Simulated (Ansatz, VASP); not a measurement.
**Two plane-wave programs on TaN**

```
CELL_PARAMETERS angstrom
0.00000 2.21132 2.21132
2.21132 0.00000 2.21132
2.21132 2.21132 0.00000
ATOMIC_POSITIONS crystal
Ta 0.50000 0.50000 0.50000
N 0.00000 0.00000 0.00000
```

Alike in both runs: task single point; functional PBE; k mesh 10 × 10 × 10; occupations gaussian, width 0.011 eV; no spin polarisation.

|  | VASP | Ansatz |
| --- | --- | --- |
| version | VASP 6.6.1 | Ansatz 0.2.0 |
| potentials or method | VASP PAW PBE potentials, release 64 (Ta_pv, N) | Ansatz PAW |
| plane-wave cutoff (eV) | 520 | 420 |
| valence electrons in the cell | 16 | 18 |

```tsv
	VASP	Ansatz	Ansatz less VASP
gap on the k mesh at the Fermi level (eV)	none	none	-
pressure (GPa)	-0.6	-1.4	-0.77
```

A gap of «none» marks a metal or a gap that the smearing closes. VASP's potentials hold 16 valence electrons a cell and Ansatz's 18, so a difference there can come from the potentials and not from the codes.

Neither program's run includes spin-orbit coupling.
